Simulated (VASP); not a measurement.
Write the native input for VASP 6.6.1 that does the following.

* Task: single point
* Functional: PBE
* Potentials or basis: VASP PAW PBE potentials, release 64 (Ba_sv, Ti_sv, O)
* Cutoff: 520 eV
* k mesh: 6 × 6 × 6
* Occupations: gaussian, width 0.02 eV
* Spin: no spin polarisation
* Dipole correction: no
* Further INCAR settings: ALGO = Normal; EDIFF = 1e-07; NBANDS = 28

The structure of BaTiO3 lies in POSCAR:

```
BaTiO3
1.0
    2.8881650610      1.6674828754      2.3853971756
   -2.8881650610      1.6674828754      2.3853971756
    0.0000000000     -3.3349657509      2.3853971756
Ba Ti O
1 1 3
Direct
   -0.0077737656     -0.0077737656     -0.0077737656
    0.4770159701      0.4770159701      0.4770159701
    0.5121446830      0.5121446830      0.0256684294
    0.0256684294      0.5121446830      0.5121446830
    0.5121446830      0.0256684294      0.5121446830
```

This cell differs from its parent crystal: volume scaled by 1.03, then relaxed in part.

The input as run:

INCAR

```
SYSTEM = BaTiO3
ALGO = Normal
EDIFF = 1E-7
ENCUT = 520
GGA = PE
ISIF = 2
ISMEAR = 0
LASPH = .TRUE.
LCHARG = .TRUE.
LELF = .TRUE.
LREAL = .FALSE.
LVHAR = .TRUE.
LWAVE = .FALSE.
NBANDS = 28
NELM = 80
PREC = Accurate
SIGMA = 0.02
```

KPOINTS

```
k-points
0
G
  6 6 6
  0 0 0
```

Potentials or basis: VASP PAW PBE potentials, release 64 (Ba_sv, Ti_sv, O).

The run is started by

```bash
$ cat potpaw_PBE.64/Ba_sv/POTCAR potpaw_PBE.64/Ti_sv/POTCAR potpaw_PBE.64/O/POTCAR > POTCAR
$ mpirun -np 1 vasp_std > vasp.out
```

Results of the run:

```
Pressure               : -1.1 GPa
Largest force          : 0.103 eV/Å
Band gap on the k mesh : 2.76 eV, indirect (least direct gap 3.34 eV)
```

Caveat: spin-orbit coupling is left out, which moves the levels of the heavy elements.

Wall time 58 s on 1 thread of Intel(R) Xeon(R) Platinum 8259CL CPU @ 2.50GHz (Skylake/Cascade Lake) (shared host), peak memory 0.21 GiB.
